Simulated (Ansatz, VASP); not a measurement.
## Two plane-wave programs on LiF

```
CELL_PARAMETERS angstrom
2.95334 0.00000 0.00000
-1.47667 2.55767 0.00000
0.00000 0.00000 4.90432
ATOMIC_POSITIONS crystal
Li 0.33333 0.66667 0.42141
Li 0.66667 0.33333 0.92141
F 0.33333 0.66667 0.99102
F 0.66667 0.33333 0.49102
```

Alike in both runs: task single point; functional LDA; k mesh 9 × 9 × 6; occupations gaussian, width 0.05 eV; no spin polarisation.

```csv
,VASP,Ansatz
version,VASP 6.6.1,Ansatz 0.2.0
potentials or method,"VASP PAW LDA potentials, release 64 (Li_sv, F), cutoff 520 eV","scalar-relativistic, plane waves, PAW"
valence electrons in the cell,20,20
```

```csv
,VASP,Ansatz,Ansatz less VASP
gap on the k mesh at the Fermi level (eV),7.71,7.73,+0.017
least direct gap on the mesh (eV),7.71,7.73,+0.017
rms of the force components (eV/Å),0.262,0.259,-0.0037
```

LDA's correlation is that of Perdew and Zunger in VASP and of Perdew and Wang (1992) in Ansatz. Atom by atom the forces differ by 0.004 eV/Å (rms over components).

Noted on VASP's run: the cutoff is short for stress, so the pressure is rough.
